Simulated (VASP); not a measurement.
Set up this calculation in VASP 6.6.1, as the native input.

```yaml
Task: single point
Functional: PBE
Potentials_or_basis: VASP PAW PBE potentials, release 64 (Al, Fe)
Cutoff: 520 eV
k_mesh: 7 × 10 × 7
Occupations: fermi-dirac, width 0.05 eV
Spin: collinear spin, antiferromagnetic start
Starting_moments: "[0.0, 0.0, 3.0, -3.0] μB"
Dipole_correction: no
Further_INCAR_settings: ALGO = Normal; EDIFF = 1e-06; NBANDS = 23
```

The structure of AlFe lies in POSCAR:

```
AlFe
1.0
    0.0000000000      2.9100000000      2.9100000000
    2.9100000000      0.0000000000      0.0000000000
    0.0000000000      2.9100000000     -2.9100000000
Al Fe
2 2
Direct
    0.0000000000      0.0000000000      0.0000000000
    0.5000000000      0.0000000000      0.5000000000
    0.5000000000      0.5000000000      0.0000000000
    0.0000000000      0.5000000000      0.5000000000
```

The input as run:

INCAR

```
PREC = Accurate
ENCUT = 520
EDIFF = 1E-6
ISMEAR = -1
SIGMA = 0.05
LREAL = F
LASPH = T
NELM = 150
ALGO = Normal
ISIF = 2
LWAVE = F
LCHARG = T
ISPIN = 2
MAGMOM = 0 0 3 -3
LORBIT = 11
LMAXMIX = 4
GGA = PE
LELF = T
LVHAR = T
NBANDS = 23
```

KPOINTS

```
regular mesh
0
Gamma
  7 10 7
```

Potentials or basis: VASP PAW PBE potentials, release 64 (Al, Fe).

Run with:

```console
$ cat potpaw_PBE.64/Al/POTCAR potpaw_PBE.64/Fe/POTCAR > POTCAR
$ mpirun -np 1 vasp_std > vasp.out
```

Results of the run:

The pressure is -4.3 GPa. The band gap on the k mesh is zero (filled and empty bands overlap) and the net moment is 0.00 μB per cell. The site moments are Al +0.00; Fe +1.07, -1.07 μB and the valence electrons inside the program's atomic spheres are Al 0.82; Fe 7.34.

It took 2.1 min on 1 thread of Intel(R) Xeon(R) Platinum 8259CL CPU @ 2.50GHz (Skylake/Cascade Lake) (shared host), peak memory 0.24 GiB.
